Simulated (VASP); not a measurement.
Crystal: Sn3P4.

```
CELL_PARAMETERS angstrom
5.34120 0.00000 0.00000
0.00000 5.34120 0.00000
0.00000 0.00000 6.72551
ATOMIC_POSITIONS crystal
Sn 0.50000 0.50000 0.00000
Sn 0.00000 0.50000 0.00000
Sn 0.50000 0.00000 0.00000
P 0.18314 0.18314 0.50000
P 0.81686 0.81686 0.50000
P 0.81686 0.18314 0.50000
P 0.18314 0.81686 0.50000
```

The cell was built from a structure type or drawn by symmetry, and may not be a known phase.

| Item | Value |
| --- | --- |
| Program | VASP 6.6.1 |
| Task | relaxation of cell and atoms |
| Functional | PBE |
| Potentials or basis | VASP PAW PBE potentials, release 64 (Sn_d, P) |
| Cutoff | 600 eV |
| k mesh | 4 × 4 × 4 |
| Occupations | gaussian, width 0.1 eV |
| Spin | no spin polarisation |

At the start: pressure 13.0 GPa; volume 27.41 Å³/atom.

Q: Where does the relaxation end?

A: Over 16 steps the energy falls by 657.1 meV/atom and the volume is 22.69 Å³/atom (-17.2 %); space group P4/mmm (No. 123, to 0.1 Å) before and after.

The path:
| step | energy change (eV) | largest force (eV/Å) | pressure (GPa) | volume (Å³) |
| --- | --- | --- | --- | --- |
| 1 | 0.0000 | 6.2323 | 13.02 | 191.87 |
| 2 | 1.3700 | 2.3267 | -9.16 | 257.24 |
| 3 | -2.1978 | 1.3312 | -2.90 | 214.39 |
| 4 | -2.2562 | 0.9945 | -2.02 | 211.91 |
| 5 | -2.2746 | 0.6257 | -1.08 | 209.58 |
| 6 | -2.6682 | 0.5537 | -1.47 | 205.58 |
| 7 | -3.7207 | 0.0452 | -1.71 | 191.11 |
| 8 | -4.4885 | 0.5805 | 3.72 | 150.07 |
| 9 | -4.0110 | 0.8685 | -4.34 | 164.27 |
| 10 | -4.5368 | 0.1386 | 1.60 | 152.94 |
| 11 | -4.5943 | 0.0541 | -0.09 | 158.62 |
| 12 | -4.5958 | 0.0300 | -0.43 | 159.92 |
| 13 | -4.5959 | 0.0338 | -0.39 | 159.74 |
| 14 | -4.5980 | 0.1132 | 0.19 | 158.73 |
| 15 | -4.5985 | 0.0892 | 0.02 | 159.04 |
| 16 | -4.5998 | 0.0040 | -0.06 | 158.80 |

Final structure:
```
Sn P
1.0
     6.39380    0.00000    0.00000
     0.00000    6.39380    0.00000
     0.00000    0.00000    3.88442
Sn P
3 4
Direct
  0.50000 0.50000 0.00000
  0.00000 0.50000 0.00000
  0.50000 0.00000 0.00000
  0.17752 0.17752 0.50000
  0.82248 0.82248 0.50000
  0.82248 0.17752 0.50000
  0.17752 0.82248 0.50000
```

Caveat: the volume moved by over 15 % at a fixed basis, so the end points are rough.
